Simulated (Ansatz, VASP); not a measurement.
Given: the input of a run of Ansatz 0.2.0 on Zn.

Contents of input.yaml:

```yaml
crystal:
  lattice:
    - [2.2943399138, -1.3538504135, 0.0]
    - [2.2420004334, 1.2631236065, 0.0]
    - [-1.5917165425, 0.0318343308, 7.3004081919]
  atoms:
    - { symbol: Zn, position: [0.77801786, 0.77801786, 0.33450498] }
    - { symbol: Zn, position: [0.22198214, 0.22198214, 0.66549502] }
    - { symbol: Zn, position: [0.0, 0.0, 0.0] }
kpoints:
  mp_grid: { grid: [12, 12, 4] }
scf:
  occupations: { method: fermi_dirac, width: 0.05 }
hamiltonian:
  xc: pbesol
  pseudopotentials: { kind: all_electron, lapw: { basis_error: 0.002 } }
output:
  forces: true
  stress: true
  eigenvalues: true
```

Potentials or basis: all-electron LAPW, scalar-relativistic.

The run is started by

```bash
$ ansatz run input.yaml --threads 2 --pin off --max-ram 8192MiB --backend cpu --events-out ev --progress --plain --runs-dir out
```

Q: Translate it to VASP 6.6.1. Potentials there: VASP PAW PBE potentials, release 64 (Zn).

A: As run (the cutoff follows the program's own potentials):

INCAR

```
  PREC = Accurate
  ENCUT = 520
  EDIFF = 1E-6
  ISMEAR = -1
  SIGMA = 0.05
  LREAL = F
  LASPH = T
  NELM = 100
  ALGO = Fast
  ISIF = 2
  LWAVE = F
  LCHARG = F
  GGA = PS
  NBANDS = 25
```

File KPOINTS:

```
Automatic mesh
0
Gamma
  12 12 4
```

POSCAR

```
Zn
1.0
    2.2943399138     -1.3538504135      0.0000000000
    2.2420004334      1.2631236065      0.0000000000
   -1.5917165425      0.0318343308      7.3004081919
Zn
3
Direct
    0.7780178600      0.7780178600      0.3345049800
    0.2219821400      0.2219821400      0.6654950200
    0.0000000000      0.0000000000      0.0000000000
```

Potentials or basis: VASP PAW PBE potentials, release 64 (Zn).

Run with:

```sh
$ cat potpaw_PBE.64/Zn/POTCAR > POTCAR
$ mpirun -np 1 vasp_std > vasp.out
```

Both were run:

|  | VASP | Ansatz | Ansatz less VASP |
| --- | --- | --- | --- |
| gap on the k mesh at the Fermi level (eV) | none | none | - |
| pressure (GPa) | -0.8 | -1.0 | -0.19 |
| traceless stress, the component that is largest in VASP (GPa) | 1.88 | 2.06 | +0.172 |
| rms of the force components (eV/Å) | 0.008 | 0.008 | 0.0000 |

VASP's potentials were made for PBE, not for PBEsol. Atom by atom the forces differ by 0.001 eV/Å (rms over components). A gap of «none» marks a metal or a gap that the smearing closes. Ansatz ran all-electron here, and VASP with PAW potentials.
